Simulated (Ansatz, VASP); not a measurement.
GaP: VASP beside Ansatz

The input INCAR:

```
PREC = Accurate
ENCUT = 500
EDIFF = 1E-6
ISMEAR = -1
SIGMA = 0.1
LREAL = False
LASPH = True
NELM = 120
ALGO = Normal
ISIF = 2
LWAVE = False
LCHARG = True
GGA = CA
LELF = True
LVHAR = True
NBANDS = 16
GGA_COMPAT = False
```

Contents of KPOINTS:

```
Automatic mesh
0
Gamma
  14 14 14
```

POSCAR

```
GaP
1.0
    0.0000000000      2.1763018671      2.1763018671
    2.1763018671      0.0000000000      2.1763018671
    2.1763018671      2.1763018671      0.0000000000
Ga P
1 1
Direct
    0.0000000000      0.0000000000      0.0000000000
    0.5000000000      0.5000000000      0.5000000000
```

Input for Ansatz:

```yaml
crystal:
  lattice:
    - [0.0, 2.1763018671, 2.1763018671]
    - [2.1763018671, 0.0, 2.1763018671]
    - [2.1763018671, 2.1763018671, 0.0]
  atoms:
    - { symbol: Ga, position: [0.0, 0.0, 0.0] }
    - { symbol: P, position: [0.5, 0.5, 0.5] }
kpoints:
  mp_grid: { grid: [14, 14, 14] }
scf:
  occupations: { method: fermi_dirac, width: 0.1 }
hamiltonian:
  xc: lda
  pseudopotentials: { kind: all_electron, lapw: { basis_error: 0.001 } }
output:
  forces: true
  stress: true
  eigenvalues: true
  populations: true
```

Change from the starting cell: volume scaled by 0.64, LAPW.

Alike in both runs: task single point; functional LDA; k mesh 14 × 14 × 14; occupations fermi-dirac, width 0.1 eV; no spin polarisation.

```csv
,VASP,Ansatz
version,VASP 6.6.1,Ansatz 0.2.0
potentials or method,"VASP PAW LDA potentials, release 64 (Ga_d, P), cutoff 500 eV","all-electron LAPW, scalar-relativistic"
```

```csv
,VASP,Ansatz,Ansatz less VASP
pressure (GPa),125.3,124.6,-0.71
```

LDA's correlation is that of Perdew and Zunger in VASP and of Perdew and Wang (1992) in Ansatz. Both programs put the cell under a high pressure, so it lies far from rest at this level. Ansatz ran all-electron here, and VASP with PAW potentials.

Noted on VASP's run: the cell as given lies far from equilibrium.
